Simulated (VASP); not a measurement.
Write the native input for VASP 6.6.1 that does the following.

```
Task                   : single point
Functional             : PBE
Potentials or basis    : VASP PAW PBE potentials, release 64 (Sr_sv, Ta_pv, O)
Cutoff                 : 600 eV
k mesh                 : 6 × 6 × 4
Occupations            : gaussian, width 0.1 eV
Spin                   : collinear spin
Starting moments       : [0.0, 1.0, 1.0, 0.0, 0.0] μB
Dipole correction      : no
Further INCAR settings : ALGO = Normal; EDIFF = 1e-06; NBANDS = 34
```

The structure of SrTa2O2 lies in POSCAR:

```
SrTa2O2
1.0
    5.0480216109      0.0000000000      0.0000000000
   -2.5240108055      4.3717149539      0.0000000000
    0.0000000000      0.0000000000      3.9657303048
Sr Ta O
1 2 2
Direct
    0.0000000000      0.0000000000      0.5000000000
    0.3333333333      0.6666666667      0.0000000000
    0.6666666667      0.3333333333      0.0000000000
    0.3333333333      0.6666666667      0.5000000000
    0.6666666667      0.3333333333      0.5000000000
```

The cell was generated, and may not be a known phase.

These files were run (other wordings do the same):

INCAR

```
ALGO     = Normal         # electronic algorithm
EDIFF    = 1E-6           # SCF threshold, eV
ENCUT    = 600            # plane-wave cutoff, eV
GGA      = PE             # functional
GGA_COMPAT= False        
ISIF     = 2              # what is computed and relaxed
ISMEAR   = 0              # smearing method
ISPIN    = 2              # spin polarisation
LASPH    = True           # aspherical terms in the spheres
LCHARG   = False          # write CHGCAR
LMAXMIX  = 4              # l up to which the mixer works
LORBIT   = 11             # projections on sites
LREAL    = False          # projectors in reciprocal space
LWAVE    = False          # write WAVECAR
MAGMOM   = 0 1 1 0 0      # initial moments
NBANDS   = 34             # bands
NELM     = 200            # most SCF steps
PREC     = Accurate       # precision mode
SIGMA    = 0.1            # smearing width, eV
```

KPOINTS

```
k-points
0
Gamma
  6 6 4
```

Potentials or basis: VASP PAW PBE potentials, release 64 (Sr_sv, Ta_pv, O).

Run with:

```sh
$ cat potpaw_PBE.64/Sr_sv/POTCAR potpaw_PBE.64/Ta_pv/POTCAR potpaw_PBE.64/O/POTCAR > POTCAR
$ mpirun -np 1 vasp_std > vasp.out
```

Results of the run:

- Pressure: 0.3 GPa
- Band gap on the k mesh: zero (filled and empty bands overlap)
- Net moment: 0.00 μB per cell
- Valence electrons inside the program's atomic spheres: Sr 8.04; Ta 8.88; O 5.03

Caveat: the k points lie up to 0.40 Å⁻¹ apart, too coarse for converged energies and pressures of a metal; spin-orbit coupling is left out, which moves the levels of the heavy elements.

Wall time 3.3 min on 1 thread of Oxide Virtual Turin-like Processor, with other jobs on the host, peak memory 0.3 GiB.
